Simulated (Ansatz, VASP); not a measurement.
## Two plane-wave programs on SnSe2

```
Sn Se
1.0
     3.84192    0.00000    0.00000
    -1.92096    3.32720    0.00000
     0.00000    0.00000    6.01068
Sn Se
1 2
Direct
  0.00000 0.00000 0.00000
  0.33333 0.66667 0.26474
  0.66667 0.33333 0.73526
```

Alike in both runs: functional PBE; dispersion D3(BJ); k mesh 6 × 6 × 4; no spin polarisation.

Ansatz relaxed the structure, and its values are those at the end. VASP's run is a single point on that final structure, the one shown.

|  | VASP | Ansatz |
| --- | --- | --- |
| version | VASP 6.6.1 | Ansatz 0.2.0 |
| potentials or method | VASP PAW PBE potentials, release 64 (Sn_d, Se), cutoff 520 eV | plane waves, PAW |
| occupations | gaussian, width 0.01 eV | fixed |
| valence electrons in the cell | 26 | 46 |

|  | VASP | Ansatz | Ansatz less VASP |
| --- | --- | --- | --- |
| pressure (GPa) | 0.1 | 0.0 | -0.08 |
| rms of the force components (eV/Å) | 0.009 | 0.002 | -0.0068 |

VASP's potentials hold 26 valence electrons a cell and Ansatz's 46, so a difference there can come from the potentials and not from the codes.
